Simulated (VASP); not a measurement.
Wanted: the native input for a VASP 6.6.1 run.

```yaml
Task: single point
Functional: r2SCAN
Potentials_or_basis: VASP PAW PBE potentials, release 64 (Re, S)
Cutoff: 520 eV
k_mesh: 14 × 14 × 7
Occupations: gaussian, width 0.1 eV
Spin: collinear spin
Starting_moments: "[2.0, -2.0, 0.0, 0.0] μB"
Dipole_correction: no
Further_INCAR_settings: ALGO = Normal; EDIFF = 1e-06; NBANDS = 25
```

Crystal: ReS.

```
Re S
1.0
     0.00000    2.70774    2.70774
     2.70774    0.00000    2.70774
     4.32775    4.32775    1.08773
Re S
2 2
Direct
  0.00000 0.00000 0.00000
  0.00000 0.00000 0.50000
  0.50000 0.50000 0.25000
  0.50000 0.50000 0.75000
```

The input as run:

POSCAR

```
ReS
1.0
    0.0000000000      2.7077380167      2.7077380167
    2.7077380167      0.0000000000      2.7077380167
    4.3277475822      4.3277475822      1.0877284512
Re S
2 2
Direct
    1.0000000000      0.0000000000      0.0000000000
    1.0000000000      0.0000000000      0.5000000000
    0.5000000000      0.5000000000      0.2500000000
    0.5000000000      0.5000000000      0.7500000000
```

INCAR.step1

```
SYSTEM = ReS
PREC     = Accurate       ! precision mode
ENCUT    = 520            ! plane-wave cutoff, eV
ISMEAR   = 0              ! smearing method
SIGMA    = 0.1            ! smearing width, eV
LREAL    = .False.        ! projectors in reciprocal space
LASPH    = .True.         ! aspherical terms in the spheres
NELM     = 150            ! most SCF steps
ISPIN    = 2              ! spin polarisation
MAGMOM   = 2 -2 0 0       ! initial moments
LMAXMIX  = 4              ! l up to which the mixer works
NBANDS   = 25             ! bands
GGA      = PE             ! functional
ALGO     = Normal         ! electronic algorithm
EDIFF    = 1E-4           ! SCF threshold, eV
LWAVE    = .True.         ! write WAVECAR
LCHARG   = .False.        ! write CHGCAR
```

INCAR.step2

```
SYSTEM = ReS
PREC     = Accurate       ! precision mode
ENCUT    = 520            ! plane-wave cutoff, eV
EDIFF    = 1E-6           ! SCF threshold, eV
ISMEAR   = 0              ! smearing method
SIGMA    = 0.1            ! smearing width, eV
LREAL    = .False.        ! projectors in reciprocal space
LASPH    = .True.         ! aspherical terms in the spheres
NELM     = 150            ! most SCF steps
ALGO     = Normal         ! electronic algorithm
ISIF     = 2              ! what is computed and relaxed
LWAVE    = .False.        ! write WAVECAR
LCHARG   = .True.         ! write CHGCAR
ISPIN    = 2              ! spin polarisation
MAGMOM   = 2 -2 0 0       ! initial moments
LORBIT   = 11             ! projections on sites
LMAXMIX  = 4              ! l up to which the mixer works
METAGGA  = R2SCAN         ! meta-GGA
LMIXTAU  = .True.       
LELF     = .True.         ! ELF
LVHAR    = .True.       
NBANDS   = 25             ! bands
ISTART   = 1
```

KPOINTS

```
Automatic mesh
0
Gamma
  14 14 7
  0 0 0
```

Potentials or basis: VASP PAW PBE potentials, release 64 (Re, S).

The run is started by

```bash
$ cat potpaw_PBE.64/Re/POTCAR potpaw_PBE.64/S/POTCAR > POTCAR
$ cp INCAR.step1 INCAR
$ mpirun -np 1 vasp_std > vasp.out
$ cp INCAR.step2 INCAR
$ mpirun -np 1 vasp_std > vasp.out
```

It gave:

```
Pressure                                              : 1.4 GPa
Band gap on the k mesh                                : zero (filled and empty bands overlap)
Net moment                                            : 0.00 μB per cell
Valence electrons inside the program's atomic spheres : Re 5.94; S 3.68
```

Caveat: the PAW data sets were made with another functional, which shifts forces and pressure a little; spin-orbit coupling is left out, which moves the levels of the heavy elements.

Wall time 35 min on 1 thread of Oxide Virtual Turin-like Processor, on a shared host, peak memory 0.41 GiB.
